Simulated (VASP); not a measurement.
Write the native input for VASP 6.6.1 that does the following.

```yaml
Task: single point
Functional: LDA
Potentials_or_basis: VASP PAW LDA potentials, release 64 (Si, O)
Cutoff: 520 eV
k_mesh: 6 × 6 × 10
Occupations: gaussian, width 0.05 eV
Spin: no spin polarisation
Dipole_correction: no
Further_INCAR_settings: ALGO = Normal; EDIFF = 1e-06; NBANDS = 25
```

The structure of SiO2 lies in POSCAR:

```
SiO2
1.0
    4.2097517764      0.0000000000      0.0000000000
    0.0000000000      4.2097517764      0.0000000000
    0.0000000000      0.0000000000      3.0074466691
Si O
2 4
Direct
    0.5000000000      0.5000000000      0.5000000000
    0.0000000000      0.0000000000      0.0000000000
    0.6944252994      0.6944252994      0.0000000000
    0.1944252994      0.8055747006      0.5000000000
    0.3055747006      0.3055747006      0.0000000000
    0.8055747006      0.1944252994      0.5000000000
```

This cell differs from its parent crystal: volume 8.883 Å^3 an atom, c/a of the conventional cell 0.7144.

One way to write it, as run:

INCAR

```
SYSTEM = SiO2
PREC = Accurate ; ENCUT = 520
EDIFF = 1E-6 ; ISMEAR = 0
SIGMA = 0.05 ; LREAL = .FALSE.
LASPH = .TRUE. ; NELM = 80
ALGO = Normal ; ISIF = 2
LWAVE = .FALSE. ; LCHARG = .FALSE.
GGA = CA ; NBANDS = 25
```

KPOINTS

```
regular mesh
0
G
  6 6 10
  0 0 0
```

Potentials or basis: VASP PAW LDA potentials, release 64 (Si, O).

Launch:

```sh
$ cat potpaw_LDA.64/Si/POTCAR potpaw_LDA.64/O/POTCAR > POTCAR
$ mpirun -np 1 vasp_std > vasp.out
```

It gave:

```yaml
Pressure: -37.2 GPa
Largest_force: 0.269 eV/Å
Band_gap_on_the_k_mesh: 2.95 eV, direct
```

Wall time 21 s on 1 thread of Intel(R) Xeon(R) 6975P-C (Granite Rapids), on a shared host, peak memory 0.17 GiB.
